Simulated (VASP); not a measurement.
# PbO2 (P4_2/mnm) in VASP: notebook, part 3 of 3

VASP 6.6.1. Earlier steps stand in the parts before.

## (6) Relaxation of cell and atoms, LDA

This run uses another cell than the first one, of 14.81 Å³/atom.

File INCAR:

```
PREC = Accurate ; ENCUT = 600
EDIFF = 1E-6 ; ISMEAR = -1
SIGMA = 0.02 ; LREAL = False
LASPH = True ; NELM = 100
ALGO = Normal ; ISIF = 3
LWAVE = False ; LCHARG = False
IBRION = 2 ; NSW = 80
EDIFFG = -0.005
```

File KPOINTS:

```
regular mesh
0
Gamma
  4 4 6
```

File POSCAR:

```
PbO2
1.0
    5.0819121967      0.0000000000      0.0000000000
    0.0000000000      5.0819121967      0.0000000000
    0.0000000000      0.0000000000      3.4416552940
Pb O
2 4
Direct
    0.0000000000      0.0000000000      0.0000000000
    0.5000000000      0.5000000000      0.5000000000
    0.3079834378      0.3079834378      0.0000000000
    0.1920165622      0.8079834378      0.5000000000
    0.6920165622      0.6920165622      0.0000000000
    0.8079834378      0.1920165622      0.5000000000
```

Potentials or basis: VASP PAW LDA potentials, release 64 (Pb_d, O).

Launch:

```console
$ cat potpaw_LDA.64/Pb_d/POTCAR potpaw_LDA.64/O/POTCAR > POTCAR
$ mpirun -np 1 vasp_std > vasp.out
```

OUTCAR:

```text
PREC = Accurate
   ENCUT = 600
   EDIFF = 1E-6
   ISMEAR = -1
   LREAL = False
   LASPH = True
   NELM = 100
   ISIF = 3
   IBRION = 2
   NSW = 80
   EDIFFG = -0.005

 ion  position               nearest neighbor table
   1  0.000  0.000  0.000-   4 2.21   6 2.21   4 2.21   6 2.21   5 2.21   3 2.21   2 3.98   2 3.98
                             2 3.98   2 3.98   2 3.98   2 3.98   2 3.98   2 3.98
   2  0.500  0.500  0.500-   3 2.21   5 2.21   3 2.21   5 2.21   4 2.21   6 2.21   1 3.98   1 3.98
                             1 3.98   1 3.98   1 3.98   1 3.98   1 3.98   1 3.98
   3  0.308  0.308  0.000-   2 2.21   2 2.21   1 2.21
   4  0.192  0.808  0.500-   1 2.21   1 2.21   2 2.21
   5  0.692  0.692  0.000-   2 2.21   2 2.21   1 2.21
   6  0.808  0.192  0.500-   1 2.21   1 2.21   2 2.21

  LATTYP: Found a simple tetragonal cell.
 ALAT       =     5.0819121967
 C/A-ratio  =     0.6772362766

  Lattice vectors:

 A1 = (   5.0819121967,   0.0000000000,   0.0000000000)
 A2 = (   0.0000000000,   5.0819121967,   0.0000000000)
 A3 = (   0.0000000000,   0.0000000000,   3.4416552940)

Analysis of symmetry for initial positions (statically):
=====================================================================
 Subroutine PRICEL returns:
 Original cell was already a primitive cell.

 Routine SETGRP: Setting up the symmetry group for a
 simple tetragonal supercell.

 Subroutine GETGRP returns: Found 16 space group operations
 (whereof  8 operations were pure point group operations)
 out of a pool of 16 trial point group operations.

The static configuration has the point symmetry D_2h.
 The point group associated with its full space group is D_4h.

Analysis of symmetry for dynamics (positions and initial velocities):
=====================================================================
 Subroutine PRICEL returns:
 Original cell was already a primitive cell.

 Routine SETGRP: Setting up the symmetry group for a
 simple tetragonal supercell.

 Subroutine GETGRP returns: Found 16 space group operations
 (whereof  8 operations were pure point group operations)
[... 134 lines left out ...]
   LORBIT       =      0    0 simple, 1 ext, 2 COOP (PROOUT), +10 PAW based schemes
   GGA     = CA    functional components
   LHFCALC =     F    Hartree Fock is set to
   AEXX    =    0.0000 exact exchange contribution
   IVDW    =     0    specifies the selected vdW correction
   LEPSILON=     F    determine dielectric tensor
   LRPA    =     F    only Hartree local field effects (RPA)
 conjugate gradient relaxation of ions
 non-spin polarized calculation
  energy-cutoff  :      600.00
  volume of cell :       88.88
 maximum number of plane-waves:      2998
 NGX is ok and might be reduce to    42
   NGX = 21   NGY = 21   NGZ = 13

--------------------------------------- Ionic step        1  -------------------------------------------

 number of electron      51.9999978 magnetization

 Free energy of the ion-electron system (eV)
  ---------------------------------------------------
  ext. energy  EPLUGINS =         0.00000000
  ---------------------------------------------------
  free energy    TOTEN  =       -36.50233878 eV

  energy without entropy =      -36.50223348  energy(sigma->0) =      -36.50228613

------------------------ aborting loop because EDIFF is reached ----------------------------------------

  FORCE on cell =-STRESS in cart. coord.  units (eV):
  Direction    XX          YY          ZZ          XY          YZ          ZX
  --------------------------------------------------------------------------------------
  -------------------------------------------------------------------------------------
  Total       -4.6574330     -4.6574330     -5.4942969      0.0000000      0.0000000      0.0000000
  in kB      -83.9528630    -83.9528630    -99.0378090      0.0000000      0.0000000      0.0000000
  external PRESSURE =     -88.9811783 kB  Pullay stress =       0.0000000 kB
[... 101 lines left out ...]
  FREE ENERGIE OF THE ION-ELECTRON SYSTEM (eV)
  ---------------------------------------------------
  free  energy   TOTEN  =       -36.6712346331 eV

  energy  without entropy=      -36.6711647214  energy(sigma->0) =      -36.67119968

[... ionic steps 4 to 8 ...]

--------------------------------------- Ionic step        9  -------------------------------------------

 number of electron      51.9999998 magnetization

------------------------ aborting loop because EDIFF is reached ----------------------------------------
[... 75 lines left out ...]
--------------------------------------- Ionic step       11  -------------------------------------------

 number of electron      52.0000000 magnetization

 Free energy of the ion-electron system (eV)
  ---------------------------------------------------
  ext. energy  EPLUGINS =         0.00000000
  ---------------------------------------------------
  free energy    TOTEN  =       -36.68110780 eV

  energy without entropy =      -36.68103779  energy(sigma->0) =      -36.68107279

 E-fermi :   4.2102     XC(G=0): -11.3001

 val. band max:        4.1045134806   @ k =   0.0000   0.0000   0.1667
 cond. band min:       4.2957246343   @ k =   0.0000   0.0000   0.0000
 fundamental gap:      0.1912111536
 Fermi energy:         4.2101802107

 k-point     1 :       0.0000    0.0000    0.0000
  band No.  band energies     occupation
      1     -14.0137      2.00000
      2     -13.8938      2.00000
      3     -12.0527      2.00000
      4     -12.0527      2.00000
      5     -11.3308      2.00000
      6     -11.0957      2.00000
[... 838 lines left out ...]
  FREE ENERGIE OF THE ION-ELECTRON SYSTEM (eV)
  ---------------------------------------------------
  free  energy   TOTEN  =       -36.6811077973 eV

  energy  without entropy=      -36.6810377857  energy(sigma->0) =      -36.68107279

 reached required accuracy - stopping structural energy minimisation
```

Run time: 4.9 min. Hardware: 1 thread of AMD EPYC 7R13 (Zen 3), shared host; peak memory 0.2 GiB.

Results:

```
Free energy                           : -36.6811 eV
Relaxed volume                        : 13.79 Å³/atom
Relaxed cell                          : a = 4.936 Å, b = 4.936 Å, c = 3.396 Å, α = 90.00°, β = 90.00°, γ = 90.00°
Space group after relaxing (to 0.1 Å) : P4_2/mnm (No. 136)
Energy gained by relaxing             : 29.8 meV/atom
Ionic steps                           : 11
Pressure after relaxing               : 0.0 GPa
Largest force after relaxing          : 0.004 eV/Å
Band gap on the k mesh                : 0.19 eV (least direct gap 0.70 eV)
```

Forces in eV/Å, atoms in the order of the input:
```
Pb   0.000  0.000  0.000
Pb   0.000  0.000  0.000
O   -0.003 -0.003  0.000
O    0.003 -0.003  0.000
O    0.003  0.003  0.000
O   -0.003  0.003  0.000
```

The path:
```csv
step,energy change (eV),largest force (eV/Å),pressure (GPa),volume (Å³)
1,0.0000,0.0935,-8.90,88.88
2,-0.0270,0.4074,10.24,78.71
3,-0.1689,0.1361,-0.22,83.30
4,-0.1689,0.1414,-0.04,83.19
5,-0.1763,0.0345,0.09,82.89
6,-0.1780,0.0522,0.22,82.65
7,-0.1780,0.0462,0.20,82.67
8,-0.1785,0.0272,-0.21,82.87
9,-0.1785,0.0255,-0.26,82.88
10,-0.1787,0.0139,0.04,82.71
11,-0.1788,0.0043,-0.02,82.75
```

Final structure:
```
Pb O
1.0
     4.93627    0.00000    0.00000
     0.00000    4.93627    0.00000
     0.00000    0.00000    3.39606
Pb O
2 4
Direct
  0.00000 0.00000 0.00000
  0.50000 0.50000 0.50000
  0.30736 0.30736 0.00000
  0.19264 0.80736 0.50000
  0.69264 0.69264 0.00000
  0.80736 0.19264 0.50000
```

Caveat: spin-orbit coupling is left out, which moves the levels of the heavy elements. LDA usually gives volumes a few per cent too small.

## (7) Overview

| task | level | potentials or basis | cell | k mesh | cutoff (eV) | gap on the mesh (eV) | pressure (GPa) | relaxed volume (Å³/atom) | largest force (eV/Å) |
| --- | --- | --- | --- | --- | --- | --- | --- | --- | --- |
| single point | PBE | VASP PAW PBE potentials, release 64 (Pb_d, O) | a = 4.983, b = 4.983, c = 3.408 Å, 6 atoms, atomic positions A | 6 × 6 × 8 | 520 | 0.10 | 6.6 | - | 0.03 |
| single point | LDA | VASP PAW LDA potentials, release 64 (Pb_d, O) | a = 4.983, b = 4.983, c = 3.408 Å, 6 atoms, atomic positions A | 6 × 6 × 8 | 520 | 0.07 | -3.0 | - | 0.06 |
| single point | PBE | VASP PAW PBE potentials, release 64 (Pb_d, O) | a = 5.082, b = 5.082, c = 3.442 Å, 6 atoms, atomic positions B | 6 × 6 × 8 | 520 | 0.02 | 0.2 | - | 0.01 |
| relaxation of cell and atoms | PBEsol | VASP PAW PBE potentials, release 64 (Pb_d, O) | relaxed from a = 5.082, b = 5.082, c = 3.442 Å, 6 atoms, atomic positions B | 4 × 4 × 6 | 600 | 0.18 | 0.0 | 14.20 | - |
| relaxation of cell and atoms | LDA | VASP PAW LDA potentials, release 64 (Pb_d, O) | relaxed from a = 5.082, b = 5.082, c = 3.442 Å, 6 atoms, atomic positions B | 4 × 4 × 6 | 600 | 0.19 | 0.0 | 13.79 | - |

Alike in all rows: no spin polarisation; smearing fermi-dirac 0.02 eV.

Caveats: spin-orbit coupling is left out, which moves the levels of the heavy elements; the cell stands under pressure (at least some runs); the cell stands under tension (at least some runs); the PAW data sets were made with another functional, which shifts forces and pressure a little (at least some runs).

Absolute energies hang on the potentials; compare differences alone.
